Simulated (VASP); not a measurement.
# CsTl (Pm-3m) in VASP: density of states with PBE

Aim: the density of states of CsTl with PBE.

All numbers are computed with VASP 6.6.1; they aren't measurements. Logs are shortened: lines on timing, memory, paths and dates and some standing lists are left out, and cuts for length are marked.

## (1) The cell of the first run

It takes space group Pm-3m (No. 221, cubic). The conventional cell has a = 4.664 Å, b = 4.664 Å, c = 4.664 Å, α = 90.00°, β = 90.00°, γ = 90.00°. Cs (site symmetry m-3m) has 8 Tl at 4.04 Å and 6 Cs at 4.66 Å within 5.3 Å. Tl (site symmetry m-3m) has 8 Cs at 4.04 Å and 6 Tl at 4.66 Å within 5.3 Å.

## (2) Density of states, PBE

POSCAR reads:

```
CsTl
1.0
    4.6635967755      0.0000000000      0.0000000000
    0.0000000000      4.6635967755      0.0000000000
    0.0000000000      0.0000000000      4.6635967755
Cs Tl
1 1
Direct
    0.5000000000      0.5000000000      0.5000000000
    0.0000000000      0.0000000000      0.0000000000
```

INCAR.step1 reads:

```
SYSTEM = CsTl
PREC = Accurate ; ENCUT = 520
EDIFF = 1E-6 ; ISMEAR = 0
SIGMA = 0.1 ; LREAL = .False.
LASPH = .True. ; NELM = 100
ALGO = Normal ; ISIF = 2
LWAVE = .False. ; LCHARG = .True.
GGA = PE ; NBANDS = 18
```

KPOINTS.step1 reads:

```
Automatic mesh
0
Gamma
  12 12 12
  0 0 0
```

INCAR.step2 reads:

```
SYSTEM = CsTl
PREC = Accurate ; ENCUT = 520
EDIFF = 1E-6 ; ISMEAR = -5
SIGMA = 0.1 ; LREAL = .False.
LASPH = .True. ; NELM = 100
ALGO = Normal ; ISIF = 2
LWAVE = .False. ; LCHARG = .False.
GGA = PE ; LORBIT = 10
NEDOS = 1001 ; ICHARG = 11
```

KPOINTS.step2 reads:

```
Automatic mesh
0
Gamma
  18 18 18
  0 0 0
```

Potentials or basis: VASP PAW PBE potentials, release 64 (Cs_sv, Tl_d).

The run is started by

```
$ cat potpaw_PBE.64/Cs_sv/POTCAR potpaw_PBE.64/Tl_d/POTCAR > POTCAR
$ cp INCAR.step1 INCAR
$ cp KPOINTS.step1 KPOINTS
$ mpirun -np 1 vasp_std > vasp.out
$ cp INCAR.step2 INCAR
$ cp KPOINTS.step2 KPOINTS
$ mpirun -np 1 vasp_std > vasp.out
```

OUTCAR:

```text
SYSTEM = CsTl
   PREC = Accurate
   ENCUT = 520
   EDIFF = 1E-6
   ISMEAR = -5
   LREAL = .False.
   LASPH = .True.
   NELM = 100
   ISIF = 2
   GGA = PE
   LORBIT = 10
   ICHARG = 11

 ion  position               nearest neighbor table
   1  0.500  0.500  0.500-
   2  0.000  0.000  0.000-

  LATTYP: Found a simple cubic cell.
 ALAT       =     4.6635967755

  Lattice vectors:

 A1 = (   4.6635967755,   0.0000000000,   0.0000000000)
 A2 = (   0.0000000000,   4.6635967755,   0.0000000000)
 A3 = (   0.0000000000,   0.0000000000,   4.6635967755)

Analysis of symmetry for initial positions (statically):
=====================================================================
 Subroutine PRICEL returns:
 Original cell was already a primitive cell.

 Routine SETGRP: Setting up the symmetry group for a
 simple cubic supercell.

 Subroutine GETGRP returns: Found 48 space group operations
[... 9 lines left out ...]

 Routine SETGRP: Setting up the symmetry group for a
 simple cubic supercell.

 Subroutine GETGRP returns: Found 48 space group operations
[... 11 lines left out ...]
                                     Primitive cell

  volume of cell :     101.4292

  direct lattice vectors                    reciprocal lattice vectors
     4.663596776  0.000000000  0.000000000     0.214426771  0.000000000  0.000000000
     0.000000000  4.663596776  0.000000000     0.000000000  0.214426771  0.000000000
     0.000000000  0.000000000  4.663596776     0.000000000  0.000000000  0.214426771

  length of vectors
     4.663596776  4.663596776  4.663596776     0.214426771  0.214426771  0.214426771

  position of ions in fractional coordinates (direct lattice)
     0.500000000  0.500000000  0.500000000
     0.000000000  0.000000000  0.000000000

  ion indices of the primitive-cell ions
   primitive index   ion index
                 1           1
                 2           2

----------------------------------------------------------------------------------------

 KPOINTS: Automatic mesh

Automatic generation of k-mesh.
 Grid dimensions read from file:
 generate k-points for:   18   18   18

 Generating k-lattice:

  Cartesian coordinates                     Fractional coordinates (reciprocal lattice)
     0.011912598  0.000000000  0.000000000     0.055555556  0.000000000  0.000000000
     0.000000000  0.011912598  0.000000000     0.000000000  0.055555556  0.000000000
     0.000000000  0.000000000  0.011912598     0.000000000  0.000000000  0.055555556

  Length of vectors
     0.011912598  0.011912598  0.011912598

  Shift w.r.t. Gamma in fractional coordinates (k-lattice)
     0.000000000  0.000000000  0.000000000

 TETIRR: Found   2900 inequivalent tetrahedra from    34992

 Subroutine IBZKPT returns following result:
 ===========================================

 Found    220 irreducible k-points:

 Following reciprocal coordinates:
            Coordinates               Weight
  0.000000  0.000000  0.000000      1.000000
  0.055556  0.000000  0.000000      6.000000
  0.111111  0.000000  0.000000      6.000000
  0.166667  0.000000  0.000000      6.000000
  0.222222  0.000000  0.000000      6.000000
  0.277778  0.000000  0.000000      6.000000
[... 16 lines left out ...]
  0.277778  0.111111  0.000000     24.000000
  0.333333  0.111111  0.000000     24.000000
 [... further k-points ...]
   k-points           NKPTS =    220   k-points in BZ     NKDIM =    220   number of bands    NBANDS=     15
   number of dos      NEDOS =   1001   number of ions     NIONS =      2
   total plane-waves  NPLWV =  46656
   dimension x,y,z NGX =    36 NGY =   36 NGZ =   36
   dimension x,y,z NGXF=    72 NGYF=   72 NGZF=   72
   ions per type =               1   1
   NGX,Y,Z   is equivalent  to a cutoff of  12.83, 12.83, 12.83 a.u.
   NGXF,Y,Z  is equivalent  to a cutoff of  25.67, 25.67, 25.67 a.u.
 SYSTEM =  CsTl
   PREC   = accura    normal or accurate (medium, high low for compatibility)
   ISTART =      0    job   : 0-new  1-cont  2-samecut
   ICHARG =     11    charge: 1-file 2-atom 10-const
   ISPIN  =      1    spin polarized calculation?
   LNONCOLLINEAR =      F non collinear calculations
   LSORBIT =      F    spin-orbit coupling
   LASPH  =      T    aspherical Exc in radial PAW
   ENCUT  =  520.0 eV  38.22 Ry    6.18 a.u.   8.67  8.67  8.67*2*pi/ulx,y,z
   NELM   =    100;   NELMIN=  2; NELMDL=  0     # of ELM steps
   EDIFF  = 0.1E-05   stopping-criterion for ELM
   LREAL  =      F    real-space projection
   EDIFFG = 0.1E-04   stopping-criterion for IOM
   NSW    =      0    number of steps for IOM
   IBRION =     -1    ionic relax: 0-MD 1-quasi-New 2-CG
   NFREE  =      0    steps in history (QN), initial steepest desc. (CG)
   ISIF   =      2    stress and relaxation
   ISYM   =      2    0-nonsym 1-usesym 2-fastsym
   POTIM  = 0.5000    time-step for ionic-motion
   TEBEG  =    0.0;   TEEND  =   0.0 temperature during run
   PSTRESS=    0.0 pullay stress
   NELECT =      22.0000    total number of electrons
   NUPDOWN=      -1.0000    fix difference up-down
   EMIN   =  10.00;   EMAX   =-10.00  energy-range for DOS
   EFERMI =   0.00;   METHOD = LEGACY
   ISMEAR =    -5;   SIGMA  =   0.10  broadening in eV -4-tet -1-fermi 0-gaus
   EFERMI_NEDOS =   21; number of points for ismear=-14 and -15
   IALGO  =     38    algorithm
   IMIX   =      4    mixing-type and parameters
     AMIX     =   0.40;   BMIX     =  1.00
     AMIX_MAG =   1.60;   BMIX_MAG =  1.00
  volume/ion in A,a.u.               =      50.71       342.24
  Fermi-wavevector in a.u.,A,eV,Ry     =   0.983622  1.858775 13.163793  0.967511
  Thomas-Fermi vector in A             =   2.114793
   LORBIT       =     10    0 simple, 1 ext, 2 COOP (PROOUT), +10 PAW based schemes
   GGA     = PE    functional components
   LHFCALC =     F    Hartree Fock is set to
   AEXX    =    0.0000 exact exchange contribution
   IVDW    =     0    specifies the selected vdW correction
   LEPSILON=     F    determine dielectric tensor
   LRPA    =     F    only Hartree local field effects (RPA)
 non-spin polarized calculation
 Fermi weights with tetrahedron method with Bloechl corrections
  energy-cutoff  :      520.00
  volume of cell :      101.43
 maximum number of plane-waves:      2800
 NGX is ok and might be reduce to    36

 number of electron      21.9999994 magnetization

 Free energy of the ion-electron system (eV)
  ---------------------------------------------------
  ext. energy  EPLUGINS =         0.00000000
  ---------------------------------------------------
  free energy    TOTEN  =        -2.92040270 eV

  energy without entropy =       -2.92040270  energy(sigma->0) =       -2.92040270

 E-fermi :   2.5161     XC(G=0):  -7.7739

 val. band max:        2.5442816797   @ k =   0.2778   0.2778   0.1667
 cond. band min:       2.5051355505   @ k =   0.3889   0.3889   0.3889
 fundamental gap:     -0.0391461292
 Fermi energy:         2.5160540137

 k-point     1 :       0.0000    0.0000    0.0000
  band No.  band energies     occupation
      1     -20.1132      2.00000
      2      -9.1940      2.00000
      3      -9.1940      2.00000
      4      -9.1714      2.00000
      5      -9.1714      2.00000
      6      -9.1714      2.00000
      7      -6.8437      2.00000
      8      -6.8437      2.00000
      9      -6.8437      2.00000
     10      -4.1866      2.00000
     11       4.5395      0.00000
     12       4.5395      0.00000
     13       4.8234      0.00000
     14       4.8234      0.00000
     15       4.8234      0.00000

 k-point     2 :       0.0556    0.0000    0.0000
  band No.  band energies     occupation
      1     -20.1126      2.00000
      2      -9.1939      2.00000
      3      -9.1930      2.00000
      4      -9.1721      2.00000
      5      -9.1721      2.00000
      6      -9.1713      2.00000
      7      -6.8607      2.00000
      8      -6.8417      2.00000
      9      -6.8417      2.00000
     10      -4.1624      2.00000
     11       4.2228      0.00000
     12       4.5529      0.00000
     13       4.8015      0.00000
     14       4.8015      0.00000
     15       4.9050      0.00000

 k-point     3 :       0.1111    0.0000    0.0000
  band No.  band energies     occupation
      1     -20.1109      2.00000
      2      -9.1937      2.00000
      3      -9.1900      2.00000
      4      -9.1742      2.00000
      5      -9.1742      2.00000
      6      -9.1712      2.00000
      7      -6.9082      2.00000
      8      -6.8360      2.00000
      9      -6.8360      2.00000
     10      -4.0930      2.00000
     11       3.6810      0.00000
     12       4.5925      0.00000
     13       4.7395      0.00000
     14       4.7395      0.00000
     15       5.0735      0.00000
[... 343 lines left out ...]
 k-point    23 :       0.2778    0.1111    0.0000
  band No.  band energies     occupation
      1     -20.0999      2.00000
      2      -9.1900      2.00000
      3      -9.1861      2.00000
      4      -9.1846      2.00000
      5      -9.1723      2.00000
      6      -9.1722      2.00000
      7      -7.1255      2.00000
      8      -6.8565      2.00000
      9      -6.8010      2.00000
     10      -3.6772      2.00000
     11       2.1986      2.09903
     12       3.9136      0.00000
     13       4.4637      0.00000
     14       5.1171      0.00000
     15       6.3654      0.00000

 k-point    24 :       0.3333    0.1111    0.0000
  band No.  band energies     occupation
      1     -20.0968      2.00000
      2      -9.1906      2.00000
      3      -9.1884      2.00000
      4      -9.1882      2.00000
      5      -9.1719      2.00000
      6      -9.1669      2.00000
      7      -7.1953      2.00000
      8      -6.8439      2.00000
      9      -6.7912      2.00000
     10      -3.5568      2.00000
     11       1.8305      2.00000
     12       3.9254      0.00000
     13       4.3838      0.00000
     14       5.1598      0.00000
     15       6.7187      0.00000

 [... further k-points ...]
[... 5 lines left out ...]
  --------------------------------------------------------------------------------------
  -------------------------------------------------------------------------------------
  Total       -0.0304594     -0.0304594     -0.0304594      0.0000000      0.0000000     -0.0000000
  in kB       -0.4811373     -0.4811373     -0.4811373      0.0000000      0.0000000     -0.0000000
  external PRESSURE =      -0.4811373 kB  Pullay stress =       0.0000000 kB

 VOLUME and BASIS-vectors are now :
 -----------------------------------------------------------------------------
  energy-cutoff  :      520.00
  volume of cell :      101.43
      direct lattice vectors                 reciprocal lattice vectors
     4.663596776  0.000000000  0.000000000     0.214426771  0.000000000  0.000000000
     0.000000000  4.663596776  0.000000000     0.000000000  0.214426771  0.000000000
     0.000000000  0.000000000  4.663596776     0.000000000  0.000000000  0.214426771

 POSITION                                       TOTAL-FORCE (eV/Angst)
 -----------------------------------------------------------------------------------
      2.33180      2.33180      2.33180         0.000000      0.000000      0.000000
      0.00000      0.00000      0.00000         0.000000      0.000000      0.000000
 -----------------------------------------------------------------------------------
    total drift:                                0.000000      0.000000      0.000000

  FREE ENERGIE OF THE ION-ELECTRON SYSTEM (eV)
  ---------------------------------------------------
  free  energy   TOTEN  =        -2.9204027042 eV

  energy  without entropy=       -2.9204027042  energy(sigma->0) =       -2.92040270

 total charge

# of ion       s       p       d       tot
------------------------------------------
    1        1.851   4.664   0.047   6.562
    2        1.189   0.357   9.624  11.170
--------------------------------------------------
tot          3.039   5.021   9.671  17.731
```

Wall time 91 s (1 thread of Intel Xeon 6975P-C (Granite Rapids), shared host); peak memory 0.47 GiB.

What came out:

- Valence electrons inside the program's atomic spheres: Cs 6.56; Tl 11.17

Caveat: spin-orbit coupling is left out, which moves the levels of the heavy elements; tetrahedron occupations give inexact forces and stress in metals.
